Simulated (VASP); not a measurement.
Write the native input for VASP 6.6.1 that does the following.

```yaml
Task: single point
Functional: r2SCAN
Potentials_or_basis: VASP PAW PBE potentials, release 64 (Pb_d, S)
Cutoff: 550 eV
k_mesh: 8 × 8 × 6
Occupations: gaussian, width 0.02 eV
Spin: no spin polarisation
Dipole_correction: no
Further_INCAR_settings: ALGO = Normal; EDIFF = 1e-06; NBANDS = 28
```

The system is PbS.

```
CELL_PARAMETERS angstrom
2.05546 -5.81712 0.00000
2.05546 5.81712 0.00000
0.00000 0.00000 4.26841
ATOMIC_POSITIONS crystal
Pb 0.87305 0.12695 0.75000
Pb 0.12695 0.87305 0.25000
S 0.64059 0.35941 0.75000
S 0.35941 0.64059 0.25000
```

These files were run (other wordings do the same):

POSCAR

```
PbS
1.0
    2.0554605751     -5.8171216217      0.0000000000
    2.0554605751      5.8171216217      0.0000000000
    0.0000000000      0.0000000000      4.2684057435
Pb S
2 2
Direct
    0.8730525374      0.1269474626      0.7500000000
    0.1269474626      0.8730525374      0.2500000000
    0.6405897530      0.3594102470      0.7500000000
    0.3594102470      0.6405897530      0.2500000000
```

INCAR.step1

```
PREC = Accurate
ENCUT = 550
ISMEAR = 0
SIGMA = 0.02
LREAL = F
LASPH = T
NELM = 120
NBANDS = 28
GGA = PE
ALGO = Normal
EDIFF = 1E-5
LWAVE = T
LCHARG = F
GGA_COMPAT = F
```

INCAR.step2

```
PREC = Accurate
ENCUT = 550
EDIFF = 1E-6
ISMEAR = 0
SIGMA = 0.02
LREAL = F
LASPH = T
NELM = 120
ALGO = Normal
ISIF = 2
LWAVE = F
LCHARG = F
METAGGA = R2SCAN
LMIXTAU = T
NBANDS = 28
ISTART = 1
GGA_COMPAT = F
```

KPOINTS

```
Automatic mesh
0
Gamma
  8 8 6
```

Potentials or basis: VASP PAW PBE potentials, release 64 (Pb_d, S).

The run is started by

```bash
$ cat potpaw_PBE.64/Pb_d/POTCAR potpaw_PBE.64/S/POTCAR > POTCAR
$ cp INCAR.step1 INCAR
$ mpirun -np 1 vasp_std > vasp.out
$ cp INCAR.step2 INCAR
$ mpirun -np 1 vasp_std > vasp.out
```

Results of the run:

- Pressure: 1.2 GPa
- Largest force: 0.130 eV/Å
- Band gap on the k mesh: 1.48 eV (least direct gap 1.63 eV)

Caveat: the PAW data sets were made with another functional, which shifts forces and pressure a little; spin-orbit coupling is left out, which moves the levels of the heavy elements.

Wall time 35 min on 1 thread of Intel Xeon 8259CL, on a shared host, peak memory 0.44 GiB.
